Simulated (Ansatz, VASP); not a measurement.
# One calculation of C, two programs

```xyz
4
Lattice="2.3513 0.0000 0.0000 -1.1757 2.1361 0.0000 0.0000 0.0000 8.5653" Properties=species:S:1:pos:R:3 pbc="T T T"
C    -0.4071    0.0000    0.0214
C     0.4071    0.0000    4.3041
C    -0.4071    1.4240    0.0214
C     1.5827    0.7120    4.3041
```

Change from the starting cell: mode 4 frozen in at -0.427 Å, normal strain along x -0.0467.

Alike in both runs: task single point; functional PBE; k mesh 18 × 18 × 6; occupations gaussian, width 0.15 eV; no spin polarisation.

```csv
,VASP,Ansatz
version,VASP 6.6.1,Ansatz 0.2.0
potentials or method,"VASP PAW PBE potentials, release 64 (C), cutoff 520 eV","scalar-relativistic, plane waves, PAW"
valence electrons in the cell,16,16
```

|  | VASP | Ansatz | Ansatz less VASP |
| --- | --- | --- | --- |
| gap on the k mesh at the Fermi level (eV) | 0.51 | 0.51 | -0.001 |
| least direct gap on the mesh (eV) | 0.51 | 0.51 | -0.001 |
| pressure (GPa) | 18.0 | 17.6 | -0.36 |
| traceless stress, the component that is largest in VASP (GPa) | 27.94 | 27.67 | -0.268 |
| rms of the force components (eV/Å) | 0.437 | 0.432 | -0.0041 |

Atom by atom the forces differ by 0.004 eV/Å (rms over components). The functional is the same, so the differences come from potentials, cutoffs and numerics.
